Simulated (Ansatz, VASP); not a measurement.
**Two plane-wave programs on Ta**

```
Ta
1.0
    -1.82065    1.64023    1.47621
     1.82065   -1.64023    1.47621
     1.82065    1.64023   -1.47621
Ta
1
Cartesian
  0.0000 0.0000 0.0000
```

Change from the starting cell: normal strain along x +0.1100, normal strain along z -0.1000.

Alike in both runs: task single point; functional PBEsol; k mesh 20 × 20 × 20; occupations gaussian, width 0.15 eV; no spin polarisation.

```csv
,VASP,Ansatz
version,VASP 6.6.1,Ansatz 0.2.0
potentials or method,"VASP PAW PBE potentials, release 64 (Ta_pv), cutoff 520 eV","scalar-relativistic, plane waves, PAW"
valence electrons in the cell,11,13
```

VASP gave:

| Property | Result |
| --- | --- |
| gap on the k mesh at the Fermi level (eV) | none |
| pressure (GPa) | 3.5 |
| traceless stress, the component that is largest in VASP (GPa) | -9.46 |

Estimate Ansatz's values.

gap on the k mesh at the Fermi level (eV): none; pressure (GPa): 3.3; traceless stress, the component that is largest in VASP (GPa): -9.45.

VASP's potentials were made for PBE, not for PBEsol, and Ansatz warns of the same on its side. A gap of «none» marks a metal or a gap that the smearing closes. VASP's potentials hold 11 valence electrons a cell and Ansatz's 13, so a difference there can come from the potentials and not from the codes.

Neither program's run includes spin-orbit coupling.
